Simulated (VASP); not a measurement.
# MgS (P6_3mc) in VASP: notebook, part 2 of 2

VASP 6.6.1.

## 4. Single point, HSE06

Contents of POSCAR:

```
MgS
1.0
    4.0286256259      0.0000000000      0.0000000000
   -2.0143128130      3.4888921344      0.0000000000
    0.0000000000      0.0000000000      6.4543928125
Mg S
2 2
Direct
    0.3333333333      0.6666666667     -0.0028727181
    0.6666666667      0.3333333333      0.4971272819
    0.3333333333      0.6666666667      0.3778727181
    0.6666666667      0.3333333333      0.8778727181
```

Contents of INCAR.step1:

```
ALGO = Normal
EDIFF = 1E-5
ENCUT = 520
GGA = PE
ISIF = 2
ISMEAR = 0
LASPH = T
LCHARG = F
LREAL = F
LWAVE = T
NBANDS = 16
NELM = 100
PREC = Accurate
SIGMA = 0.01
```

Contents of INCAR.step2:

```
ALGO = Normal
EDIFF = 1E-7
ENCUT = 520
GGA = PE
HFSCREEN = 0.2079
ISIF = 2
ISMEAR = 0
ISTART = 1
LASPH = T
LCHARG = F
LHFCALC = T
LREAL = F
LWAVE = F
NBANDS = 16
NELM = 100
PREC = Accurate
PRECFOCK = Normal
SIGMA = 0.01
```

Contents of KPOINTS:

```
k-points
0
Gamma
  6 6 2
```

Potentials or basis: VASP PAW PBE potentials, release 64 (Mg, S).

Launch:

```sh
$ cat potpaw_PBE.64/Mg/POTCAR potpaw_PBE.64/S/POTCAR > POTCAR
$ cp INCAR.step1 INCAR
$ mpirun -np 1 vasp_std > vasp.out
$ cp INCAR.step2 INCAR
$ mpirun -np 1 vasp_std > vasp.out
```

OUTCAR:

```text
EDIFF = 1E-7
   ENCUT = 520
   GGA = PE
   HFSCREEN = 0.2079
   ISIF = 2
   ISMEAR = 0
   ISTART = 1
   LASPH = T
   LHFCALC = T
   LREAL = F
   NELM = 100
   PREC = Accurate
   PRECFOCK = Normal

 ion  position               nearest neighbor table
   1  0.333  0.667  0.997-   4 2.45   4 2.45   4 2.45   3 2.46
   2  0.667  0.333  0.497-   3 2.45   3 2.45   3 2.45   4 2.46
   3  0.333  0.667  0.378-   2 2.45   2 2.45   2 2.45   1 2.46
   4  0.667  0.333  0.878-   1 2.45   1 2.45   1 2.45   2 2.46

  LATTYP: Found a hexagonal cell.
 ALAT       =     4.0286256259
 C/A-ratio  =     1.6021326904

  Lattice vectors:

 A1 = (   4.0286256259,   0.0000000000,   0.0000000000)
 A2 = (  -2.0143128130,   3.4888921344,   0.0000000000)
 A3 = (   0.0000000000,   0.0000000000,   6.4543928125)

Analysis of symmetry for initial positions (statically):
=====================================================================
 Subroutine PRICEL returns:
 Original cell was already a primitive cell.

 Routine SETGRP: Setting up the symmetry group for a
 hexagonal supercell.

 Subroutine GETGRP returns: Found 12 space group operations
 (whereof  6 operations were pure point group operations)
 out of a pool of 24 trial point group operations.

The static configuration has the point symmetry C_3v.
 The point group associated with its full space group is C_6v.

Analysis of symmetry for dynamics (positions and initial velocities):
=====================================================================
 Subroutine PRICEL returns:
 Original cell was already a primitive cell.

 Routine SETGRP: Setting up the symmetry group for a
 hexagonal supercell.

 Subroutine GETGRP returns: Found 12 space group operations
 (whereof  6 operations were pure point group operations)
 out of a pool of 24 trial point group operations.
[... 121 lines left out ...]
   LHFCALC =     T    Hartree Fock is set to
   PRECFOCK=normal    Normal, Fast or Accurate (Low or Medium for compatibility)
   ENCUT4O =  -1.0   cutoff for four orbital integrals eV
   NKREDX  =     1    reduce k-point grid by
   NKREDY  =     1    reduce k-point grid by
   NKREDZ  =     1    reduce k-point grid by
   AEXX    =    0.2500 exact exchange contribution
   HFSCREEN=    0.2079 screening length (either q_TF or 0.3 A-1)
   HFSCREENC=   0.2079 screening length for correlation (either q_TF or 0.3 A-1)
   ENCUTFOCK=  -1.0 apply spherical cutoff to Coloumb kernel
   IVDW    =     0    specifies the selected vdW correction
   LEPSILON=     F    determine dielectric tensor
   LRPA    =     F    only Hartree local field effects (RPA)
 non-spin polarized calculation
 Gauss-broadening in eV      SIGMA  =   0.01
  energy-cutoff  :      520.00
  volume of cell :       90.72
 maximum number of plane-waves:      2458
 NGX is ok and might be reduce to    30
  NGX = 24; NGY = 24; NGZ = 40

 number of electron      16.0000003 magnetization

 Free energy of the ion-electron system (eV)
  ---------------------------------------------------
  ext. energy  EPLUGINS =         0.00000000
  ---------------------------------------------------
  free energy    TOTEN  =       -19.72978724 eV

  energy without entropy =      -19.72978724  energy(sigma->0) =      -19.72978724

 E-fermi :   0.5188     XC(G=0):  -7.0120

 val. band max:        0.4328540035   @ k =   0.0000   0.0000   0.0000
 cond. band min:       4.9523186506   @ k =   0.0000   0.0000   0.0000
 fundamental gap:      4.5194646472
 Fermi energy:         0.5188483362

 k-point     1 :       0.0000    0.0000    0.0000
  band No.  band energies     occupation
      1     -12.1043      2.00000
      2     -11.3090      2.00000
      3      -3.0420      2.00000
      4      -0.1387      2.00000
      5      -0.1387      2.00000
      6       0.3163      2.00000
[... 243 lines left out ...]
      3      -2.5544      2.00000
      4      -2.5544      2.00000
      5      -1.6758      2.00000
      6      -1.6758      2.00000
[... 8 lines left out ...]
     15      11.0178      0.00000
     16      11.0178      0.00000

------------------------ aborting loop because EDIFF is reached ----------------------------------------

  FORCE on cell =-STRESS in cart. coord.  units (eV):
  Direction    XX          YY          ZZ          XY          YZ          ZX
  --------------------------------------------------------------------------------------
  -------------------------------------------------------------------------------------
  Total       -0.0821136     -0.0821136     -0.1054479      0.0000000      0.0000000      0.0000000
  in kB       -1.4501937     -1.4501937     -1.8622953      0.0000000      0.0000000      0.0000000
  external PRESSURE =      -1.5875609 kB  Pullay stress =       0.0000000 kB

 VOLUME and BASIS-vectors are now :
 -----------------------------------------------------------------------------
  energy-cutoff  :      520.00
  volume of cell :       90.72
      direct lattice vectors                 reciprocal lattice vectors
     4.028625626  0.000000000  0.000000000     0.248223611  0.143311969  0.000000000
    -2.014312813  3.488892134  0.000000000     0.000000000  0.286623937  0.000000000
     0.000000000  0.000000000  6.454392813     0.000000000  0.000000000  0.154933241

 POSITION                                       TOTAL-FORCE (eV/Angst)
 -----------------------------------------------------------------------------------
     -0.00000      2.32593      6.43585        -0.000000     -0.000000     -0.000316
      2.01431      1.16296      3.20865         0.000000     -0.000000     -0.000316
     -0.00000      2.32593      2.43894        -0.000000     -0.000000      0.000316
      2.01431      1.16296      5.66614         0.000000      0.000000      0.000316
 -----------------------------------------------------------------------------------
    total drift:                                0.000000      0.000000      0.000166

  FREE ENERGIE OF THE ION-ELECTRON SYSTEM (eV)
  ---------------------------------------------------
  free  energy   TOTEN  =       -19.7297872366 eV

  energy  without entropy=      -19.7297872366  energy(sigma->0) =      -19.72978724
```

OSZICAR.step1:

```text
N       E                     dE             d eps       ncg     rms          rms(c)
DAV:   1     0.645283156284E+02    0.64528E+02   -0.59064E+03   448   0.807E+02
DAV:   2    -0.119377404104E+02   -0.76466E+02   -0.69870E+02   680   0.137E+02
DAV:   3    -0.179166581520E+02   -0.59789E+01   -0.59519E+01   584   0.407E+01
DAV:   4    -0.179911165776E+02   -0.74458E-01   -0.74445E-01   568   0.568E+00
DAV:   5    -0.179924482077E+02   -0.13316E-02   -0.13316E-02   576   0.763E-01    0.573E+00
DAV:   6    -0.170250269508E+02    0.96742E+00   -0.15086E+00   488   0.564E+00    0.442E+00
DAV:   7    -0.169585229163E+02    0.66504E-01   -0.38294E-01   552   0.288E+00    0.332E+00
DAV:   8    -0.169771111629E+02   -0.18588E-01   -0.40483E-02   480   0.138E+00    0.221E+00
DAV:   9    -0.169746872146E+02    0.24239E-02   -0.45635E-03   496   0.469E-01    0.480E-01
DAV:  10    -0.169751684768E+02   -0.48126E-03   -0.17765E-03   576   0.192E-01    0.110E-01
DAV:  11    -0.169752308124E+02   -0.62336E-04   -0.17826E-04   504   0.727E-02    0.524E-02
DAV:  12    -0.169752398509E+02   -0.90385E-05   -0.22023E-05   536   0.243E-02
   1 F= -.16975240E+02 E0= -.16975240E+02  d E =-.469495E-23
```

Run time: 38 min. Hardware: 1 thread of Intel Xeon 8259CL, shared host; peak memory 0.33 GiB.

Results:

| Quantity | Value |
| --- | --- |
| Free energy | -19.7298 eV |
| Pressure | -0.2 GPa |
| Band gap on the k mesh | 4.52 eV, direct |

Caveat: the k points lie up to 0.49 Å⁻¹ apart; the PAW data sets were made with another functional, which shifts forces and pressure a little.

## 5. The runs side by side

```csv
level,k mesh,grid for exact exchange (PRECFOCK),screening parameter,gap on the mesh (eV),pressure (GPa)
PBE,6 × 6 × 4,-,-,3.47,0.9
r2SCAN,6 × 6 × 2,-,-,4.13,-0.3
HSE06,6 × 6 × 2,Normal,0.2079 1/Å,4.52,-0.2
```

Alike in all rows: task single point; potentials or basis VASP PAW PBE potentials, release 64 (Mg, S); no spin polarisation; cell as given; cutoff (eV) 520; smearing gaussian 0.01 eV.

Caveats: some runs use coarse meshes; the PAW data sets were made with another functional, which shifts forces and pressure a little (some runs).

Total energies depend on the potentials used, so only differences within one code and one set of settings carry meaning.
